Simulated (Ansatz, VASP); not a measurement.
**O in VASP and in Ansatz**

File INCAR:

```
ALGO     = Normal         # electronic algorithm
EDIFF    = 1E-7           # SCF threshold, eV
ENCUT    = 520            # plane-wave cutoff, eV
GGA      = PE             # functional
ISIF     = 2              # what is computed and relaxed
ISMEAR   = -1             # smearing method
LASPH    = True           # aspherical terms in the spheres
LCHARG   = False          # write CHGCAR
LREAL    = False          # projectors in reciprocal space
LWAVE    = False          # write WAVECAR
NBANDS   = 13             # bands
NELM     = 80             # most SCF steps
PREC     = Accurate       # precision mode
SIGMA    = 0.05           # smearing width, eV
```

KPOINTS

```
k-points
0
Gamma
  12 12 12
```

File POSCAR:

```
O
1.0
    0.0000000000      1.9147547599      3.9501433705
    1.5215354374      0.0000000000      3.9501433705
    1.5215354374      1.9147547599      0.0000000000
O
2
Direct
    0.5789020000      0.5789020000      0.4210980000
    0.4210980000      0.4210980000      0.5789020000
```

File input.yaml:

```yaml
crystal:
  lattice:
    - [0.0, 1.9147547599, 3.9501433705]
    - [1.5215354374, 0.0, 3.9501433705]
    - [1.5215354374, 1.9147547599, 0.0]
  atoms:
    - { symbol: O, position: [0.578902, 0.578902, 0.421098] }
    - { symbol: O, position: [0.421098, 0.421098, 0.578902] }
hamiltonian:
  xc: pbe
  pseudopotentials: { kind: paw }
kpoints:
  mp_grid: { grid: [12, 12, 12] }
scf:
  occupations: { method: fermi_dirac, width: 0.05 }
output:
  forces: true
  stress: true
  eigenvalues: true
  write_density: true
  write_potential: true
  elf: true
  volumetric_format: npy
```

Change from the starting cell: volume scaled by 1.04.

Alike in both runs: task single point; functional PBE; k mesh 12 × 12 × 12; occupations fermi-dirac, width 0.05 eV; no spin polarisation.

|  | VASP | Ansatz |
| --- | --- | --- |
| version | VASP 6.6.1 | Ansatz 0.2.0 |
| potentials or method | VASP PAW PBE potentials, release 64 (O) | Ansatz PAW |
| plane-wave cutoff (eV) | 520 | 420 |
| valence electrons in the cell | 12 | 12 |

```tsv
	VASP	Ansatz	Ansatz less VASP
gap on the k mesh at the Fermi level (eV)	none	none	-
pressure (GPa)	-3.5	-5.7	-2.27
traceless stress, the component that is largest in VASP (GPa)	-5.38	-10.56	-5.184
rms of the force components (eV/Å)	0.682	1.206	+0.5233
```

Atom by atom the forces differ by 0.523 eV/Å (rms over components). A gap of «none» marks a metal or a gap that the smearing closes. The functional is the same, so the differences come from potentials, cutoffs and numerics.

Noted on VASP's run: the standard files for N, O and F lose accuracy on very short bonds; spin is off for a triplet molecule. Noted on Ansatz's run: Pulay correction over one GPa; spin is off for a triplet molecule.
